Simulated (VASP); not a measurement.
# Mn (P6_3/mmc) in VASP: relaxation of cell and atoms with BLYP

Aim: the relaxation of cell and atoms of Mn with BLYP.

Program: VASP 6.6.1. These are calculated values, not measurements. Logs are shortened: lines on timing, memory, paths and dates and some standing lists are left out, and cuts for length are marked.

## 1. The cell of the first run

The structure is hexagonal, space group P6_3/mmc (No. 194). The conventional cell has a = 2.552 Å, b = 2.552 Å, c = 4.167 Å, α = 90.00°, β = 90.00°, γ = 120.00°. Mn (site symmetry -6m2) has 12 Mn at 2.55 Å within 3.4 Å.

This isn't the form of Mn at room conditions, which is a 58-atom cubic cell.

## 2. Relaxation of cell and atoms, BLYP, collinear spin, ferromagnetic start

Contents of INCAR:

```
SYSTEM = Mn
PREC = Accurate
ENCUT = 600
EDIFF = 1E-7
ISMEAR = -1
SIGMA = 0.05
LREAL = .False.
LASPH = .True.
NELM = 150
ALGO = Normal
ISIF = 3
LWAVE = .False.
LCHARG = .False.
ISPIN = 2
MAGMOM = 3 3
LORBIT = 11
LMAXMIX = 4
GGA = B5
ALDAX = 1.0
AGGAX = 1.0
AGGAC = 1.0
ALDAC = 0.0
IBRION = 2
NSW = 80
EDIFFG = -0.01
```

Contents of KPOINTS:

```
regular mesh
0
Gamma
  14 14 8
  0 0 0
```

Contents of POSCAR:

```
Mn
1.0
    2.5517868831      0.0000000000      0.0000000000
   -1.2758934415      2.2099122658      0.0000000000
    0.0000000000      0.0000000000      4.1670679801
Mn
2
Direct
    0.3333333333      0.6666666667      0.2500000000
    0.6666666667      0.3333333333      0.7500000000
```

Potentials or basis: VASP PAW PBE potentials, release 64 (Mn_pv).

On the command line:

```console
$ cat potpaw_PBE.64/Mn_pv/POTCAR > POTCAR
$ mpirun -np 1 vasp_std > vasp.out
```

OUTCAR:

```text
SYSTEM = Mn
   PREC = Accurate
   ENCUT = 600
   EDIFF = 1E-7
   ISMEAR = -1
   LREAL = .False.
   LASPH = .True.
   NELM = 150
   ISIF = 3
   ISPIN = 2
   LORBIT = 11
   GGA = B5
   IBRION = 2
   NSW = 80
   EDIFFG = -0.01

 ion  position               nearest neighbor table
   1  0.333  0.667  0.250-   2 2.55   2 2.55   2 2.55   2 2.55   2 2.55   2 2.55
   2  0.667  0.333  0.750-   1 2.55   1 2.55   1 2.55   1 2.55   1 2.55   1 2.55

  LATTYP: Found a hexagonal cell.
 ALAT       =     2.5517868831
 C/A-ratio  =     1.6330000000

  Lattice vectors:

 A1 = (   2.5517868831,   0.0000000000,   0.0000000000)
 A2 = (  -1.2758934415,   2.2099122658,   0.0000000000)
 A3 = (   0.0000000000,   0.0000000000,   4.1670679801)

Analysis of symmetry for initial positions (statically):
=====================================================================
 Subroutine PRICEL returns:
 Original cell was already a primitive cell.

 Routine SETGRP: Setting up the symmetry group for a
 hexagonal supercell.

 Subroutine GETGRP returns: Found 24 space group operations
 (whereof 12 operations were pure point group operations)
 out of a pool of 24 trial point group operations.

The static configuration has the point symmetry D_3d.
 The point group associated with its full space group is D_6h.

Analysis of symmetry for dynamics (positions and initial velocities):
=====================================================================
 Subroutine PRICEL returns:
 Original cell was already a primitive cell.

 Routine SETGRP: Setting up the symmetry group for a
 hexagonal supercell.

 Subroutine GETGRP returns: Found 24 space group operations
 (whereof 12 operations were pure point group operations)
 out of a pool of 24 trial point group operations.

The dynamic configuration has the point symmetry D_3d.
 The point group associated with its full space group is D_6h.

Analysis of structural, dynamic, and magnetic symmetry:
=====================================================================
 Subroutine PRICEL returns:
 Original cell was already a primitive cell.

 Routine SETGRP: Setting up the symmetry group for a
 hexagonal supercell.

 Subroutine GETGRP returns: Found 24 space group operations
 (whereof 12 operations were pure point group operations)
 out of a pool of 24 trial point group operations.

The overall configuration has the point symmetry D_3d.
 The point group associated with its full space group is D_6h.

 Subroutine INISYM returns: Found 24 space group operations
 (whereof 12 operations are pure point group operations),
 and found     1 'primitive' translations

----------------------------------------------------------------------------------------

                                     Primitive cell

  volume of cell :      23.4990

  direct lattice vectors                    reciprocal lattice vectors
     2.551786883  0.000000000  0.000000000     0.391882256  0.226253326  0.000000000
    -1.275893442  2.209912266  0.000000000     0.000000000  0.452506652  0.000000000
     0.000000000  0.000000000  4.167067980     0.000000000  0.000000000  0.239976887

  length of vectors
     2.551786883  2.551786883  4.167067980     0.452506652  0.452506652  0.239976887

  position of ions in fractional coordinates (direct lattice)
     0.333333333  0.666666667  0.250000000
     0.666666667  0.333333333  0.750000000

  ion indices of the primitive-cell ions
   primitive index   ion index
                 1           1
                 2           2

----------------------------------------------------------------------------------------

 KPOINTS: regular mesh

Automatic generation of k-mesh.
 Grid dimensions read from file:
 generate k-points for:   14   14    8

 Generating k-lattice:

  Cartesian coordinates                     Fractional coordinates (reciprocal lattice)
     0.027991590  0.016160952  0.000000000     0.071428571 -0.000000000  0.000000000
     0.000000000  0.032321904  0.000000000     0.000000000  0.071428571  0.000000000
     0.000000000  0.000000000  0.029997111     0.000000000  0.000000000  0.125000000

  Length of vectors
     0.032321904  0.032321904  0.029997111

  Shift w.r.t. Gamma in fractional coordinates (k-lattice)
     0.000000000  0.000000000  0.000000000

 Subroutine IBZKPT returns following result:
 ===========================================

 Found    120 irreducible k-points:

 Following reciprocal coordinates:
            Coordinates               Weight
  0.000000  0.000000  0.000000      1.000000
  0.071429  0.000000  0.000000      6.000000
  0.142857  0.000000  0.000000      6.000000
  0.214286  0.000000  0.000000      6.000000
  0.285714  0.000000  0.000000      6.000000
  0.357143  0.000000  0.000000      6.000000
[... 16 lines left out ...]
  0.285714  0.285714  0.000000      6.000000
  0.357143  0.285714  0.000000      6.000000
 [... further k-points ...]
   k-points           NKPTS =    120   k-points in BZ     NKDIM =    120   number of bands    NBANDS=     20
   number of dos      NEDOS =    301   number of ions     NIONS =      2
   total plane-waves  NPLWV =  14400
   dimension x,y,z NGX =    20 NGY =   20 NGZ =   36
   dimension x,y,z NGXF=    40 NGYF=   40 NGZF=   72
   ions per type =               2
   NGX,Y,Z   is equivalent  to a cutoff of  13.03, 13.03, 14.36 a.u.
   NGXF,Y,Z  is equivalent  to a cutoff of  26.06, 26.06, 28.72 a.u.
 SYSTEM =  Mn
   PREC   = accura    normal or accurate (medium, high low for compatibility)
   ISTART =      0    job   : 0-new  1-cont  2-samecut
   ICHARG =      2    charge: 1-file 2-atom 10-const
   ISPIN  =      2    spin polarized calculation?
   LNONCOLLINEAR =      F non collinear calculations
   LSORBIT =      F    spin-orbit coupling
   LASPH  =      T    aspherical Exc in radial PAW
   ENCUT  =  600.0 eV  44.10 Ry    6.64 a.u.   5.10  5.10  8.32*2*pi/ulx,y,z
   NELM   =    150;   NELMIN=  2; NELMDL= -5     # of ELM steps
   EDIFF  = 0.1E-06   stopping-criterion for ELM
   LREAL  =      F    real-space projection
   EDIFFG = -.1E-01   stopping-criterion for IOM
   NSW    =     80    number of steps for IOM
   IBRION =      2    ionic relax: 0-MD 1-quasi-New 2-CG
   NFREE  =      1    steps in history (QN), initial steepest desc. (CG)
   ISIF   =      3    stress and relaxation
   ISYM   =      2    0-nonsym 1-usesym 2-fastsym
   POTIM  = 0.5000    time-step for ionic-motion
   TEBEG  =    0.0;   TEEND  =   0.0 temperature during run
   PSTRESS=    0.0 pullay stress
   NELECT =      26.0000    total number of electrons
   NUPDOWN=      -1.0000    fix difference up-down
   EMIN   =  10.00;   EMAX   =-10.00  energy-range for DOS
   EFERMI =   0.00;   METHOD = LEGACY
   ISMEAR =    -1;   SIGMA  =   0.05  broadening in eV -4-tet -1-fermi 0-gaus
   EFERMI_NEDOS =   21; number of points for ismear=-14 and -15
   IALGO  =     38    algorithm
   IMIX   =      4    mixing-type and parameters
     AMIX     =   0.40;   BMIX     =  1.00
     AMIX_MAG =   1.60;   BMIX_MAG =  1.00
  volume/ion in A,a.u.               =      11.75        79.29
  Fermi-wavevector in a.u.,A,eV,Ry     =   1.693230  3.199741 39.008279  2.867028
  Thomas-Fermi vector in A             =   2.774673
   LORBIT       =     11    0 simple, 1 ext, 2 COOP (PROOUT), +10 PAW based schemes
   GGA     = B5    functional components
   LHFCALC =     F    Hartree Fock is set to
   AEXX    =    0.0000 exact exchange contribution
   IVDW    =     0    specifies the selected vdW correction
   LEPSILON=     F    determine dielectric tensor
   LRPA    =     F    only Hartree local field effects (RPA)
 conjugate gradient relaxation of ions
 spin polarized calculation
  energy-cutoff  :      600.00
  volume of cell :       23.50
 maximum number of plane-waves:       797
   NGX = 11   NGY = 11   NGZ = 17

--------------------------------------- Ionic step        1  -------------------------------------------

 number of electron      25.9999991 magnetization      -0.0000228

 number of electron      25.9999991 magnetization       0.0000003

 Free energy of the ion-electron system (eV)
  ---------------------------------------------------
  ext. energy  EPLUGINS =         0.00000000
  ---------------------------------------------------
  free energy    TOTEN  =       -15.50958119 eV

  energy without entropy =      -15.48456273  energy(sigma->0) =      -15.49707196

 E-fermi :   9.6319     XC(G=0): -12.9094

 val. band max:        9.6282825764   @ k =   0.2857   0.2857   0.5000
 cond. band min:       9.6388755083   @ k =   0.3571   0.2143   0.3750
 fundamental gap:      0.0105929319
 Fermi energy:         9.6318531421

 spin component 1

 k-point     1 :       0.0000    0.0000    0.0000
  band No.  band energies     occupation
      1     -38.3376      1.00000
      2     -37.8349      1.00000
      3     -37.8349      1.00000
      4     -37.7654      1.00000
      5     -37.7581      1.00000
      6     -37.7581      1.00000
[... 12 lines left out ...]
     19      17.8873      0.00000
[... 513 lines left out ...]
      4     -38.0062      1.00000
      5     -37.9983      1.00000
      6     -37.9603      1.00000
[... 12 lines left out ...]
     19      17.6497      0.00000
     20      22.6623      0.00000

 [... further k-points ...]

 spin component 2

 k-point     1 :       0.0000    0.0000    0.0000
  band No.  band energies     occupation
      1     -38.3376      1.00000
      2     -37.8349      1.00000
      3     -37.8349      1.00000
      4     -37.7654      1.00000
      5     -37.7581      1.00000
      6     -37.7581      1.00000
[... 12 lines left out ...]
     19      17.8873      0.00000
[... 513 lines left out ...]
      4     -38.0062      1.00000
      5     -37.9983      1.00000
      6     -37.9603      1.00000
[... 12 lines left out ...]
     19      17.6497      0.00000
     20      22.6623      0.00000

 [... further k-points ...]

------------------------ aborting loop because EDIFF is reached ----------------------------------------

  FORCE on cell =-STRESS in cart. coord.  units (eV):
  Direction    XX          YY          ZZ          XY          YZ          ZX
  --------------------------------------------------------------------------------------
  -------------------------------------------------------------------------------------
  Total       -1.7175756     -1.7175756     -2.1830437     -0.0000000      0.0000000     -0.0000000
  in kB     -117.1052645   -117.1052645   -148.8411439     -0.0000000      0.0000000     -0.0000000
  external PRESSURE =    -127.6838910 kB  Pullay stress =       0.0000000 kB
[... 289 lines left out ...]
--------------------------------------- Ionic step        9  -------------------------------------------

 number of electron      26.0000005 magnetization      -0.0000002

 number of electron      26.0000005 magnetization       0.0000004

 Free energy of the ion-electron system (eV)
  ---------------------------------------------------
  ext. energy  EPLUGINS =         0.00000000
  ---------------------------------------------------
  free energy    TOTEN  =       -15.56698953 eV

  energy without entropy =      -15.54374609  energy(sigma->0) =      -15.55536781

 E-fermi :  10.3962     XC(G=0): -13.2447

 val. band max:       10.3804407131   @ k =   0.2857   0.2143   0.5000
 cond. band min:      10.4031957189   @ k =   0.2143   0.0000   0.0000
 fundamental gap:      0.0227550059
 Fermi energy:        10.3962255669

 spin component 1

 k-point     1 :       0.0000    0.0000    0.0000
  band No.  band energies     occupation
      1     -37.6477      1.00000
      2     -37.0493      1.00000
      3     -37.0493      1.00000
      4     -36.9508      1.00000
      5     -36.9508      1.00000
      6     -36.9336      1.00000
[... 12 lines left out ...]
     19      19.4571      0.00000
[... 513 lines left out ...]
      4     -37.2394      1.00000
      5     -37.2249      1.00000
      6     -37.1821      1.00000
[... 12 lines left out ...]
     19      18.7980      0.00000
     20      24.1044      0.00000

 [... further k-points ...]

 spin component 2

 k-point     1 :       0.0000    0.0000    0.0000
  band No.  band energies     occupation
      1     -37.6477      1.00000
      2     -37.0493      1.00000
      3     -37.0493      1.00000
      4     -36.9508      1.00000
      5     -36.9508      1.00000
      6     -36.9336      1.00000
[... 12 lines left out ...]
     19      19.4571      0.00000
[... 513 lines left out ...]
      4     -37.2394      1.00000
      5     -37.2249      1.00000
      6     -37.1821      1.00000
[... 12 lines left out ...]
     19      18.7980      0.00000
     20      24.1044      0.00000

 [... further k-points ...]

------------------------ aborting loop because EDIFF is reached ----------------------------------------

  FORCE on cell =-STRESS in cart. coord.  units (eV):
  Direction    XX          YY          ZZ          XY          YZ          ZX
  --------------------------------------------------------------------------------------
  -------------------------------------------------------------------------------------
  Total       -0.0054552     -0.0054552     -0.0066765     -0.0000000      0.0000000     -0.0000000
  in kB       -0.3940076     -0.3940076     -0.4822172     -0.0000000      0.0000000     -0.0000000
  external PRESSURE =      -0.4234108 kB  Pullay stress =       0.0000000 kB
[... 17 lines left out ...]
  FREE ENERGIE OF THE ION-ELECTRON SYSTEM (eV)
  ---------------------------------------------------
  free  energy   TOTEN  =       -15.5669895303 eV

  energy  without entropy=      -15.5437460850  energy(sigma->0) =      -15.55536781

 reached required accuracy - stopping structural energy minimisation

 total charge

# of ion       s       p       d       tot
------------------------------------------
    1        0.412   6.370   5.190  11.972
    2        0.412   6.370   5.190  11.972
--------------------------------------------------
tot          0.824  12.739  10.380  23.944

 magnetization (x)

# of ion       s       p       d       tot
------------------------------------------
    1       -0.000  -0.000  -0.000  -0.000
    2       -0.000  -0.000  -0.000  -0.000
--------------------------------------------------
tot         -0.000  -0.000  -0.000  -0.000
```

Run time: 14 min. Hardware: 1 thread of Oxide Virtual Turin-like, shared host; peak memory 0.2 GiB.

Results:

| Item | Value |
| --- | --- |
| Free energy | -15.5670 eV |
| Relaxed volume | 11.09 Å³/atom |
| Relaxed cell | a = 2.514 Å, b = 2.514 Å, c = 4.053 Å, α = 90.00°, β = 90.00°, γ = 120.00° |
| Space group after relaxing (to 0.1 Å) | P6_3/mmc (No. 194) |
| Energy gained by relaxing | 28.7 meV/atom |
| Ionic steps | 9 |
| Pressure after relaxing | 0.0 GPa |
| Band gap on the k mesh | zero (filled and empty bands overlap) |
| Net moment | 0.00 μB per cell |
| Valence electrons inside the program's atomic spheres | Mn 11.97 |

The path:
```tsv
step	energy change (eV)	largest force (eV/Å)	pressure (GPa)	volume (Å³)
1	0.0000	0.0000	-12.77	23.50
2	0.0657	0.0000	24.60	20.46
3	-0.0565	0.0000	-0.23	22.20
4	-0.0566	0.0000	0.09	22.17
5	-0.0565	0.0000	0.39	22.15
6	-0.0574	0.0000	0.32	22.15
7	-0.0574	0.0000	0.31	22.15
8	-0.0574	0.0000	-0.40	22.21
9	-0.0574	0.0000	-0.04	22.18
```

Final structure:
```
CELL_PARAMETERS angstrom
2.51404 0.00000 0.00000
-1.25702 2.17723 0.00000
0.00000 0.00000 4.05268
ATOMIC_POSITIONS crystal
Mn 0.33333 0.66667 0.25000
Mn 0.66667 0.33333 0.75000
```

Caveat: the moments typed at the start vanished in this run; the PAW data sets were made with another functional, which shifts forces and pressure a little.

The gap in the log of VASP goes by the Fermi energy; the results here count the filled bands.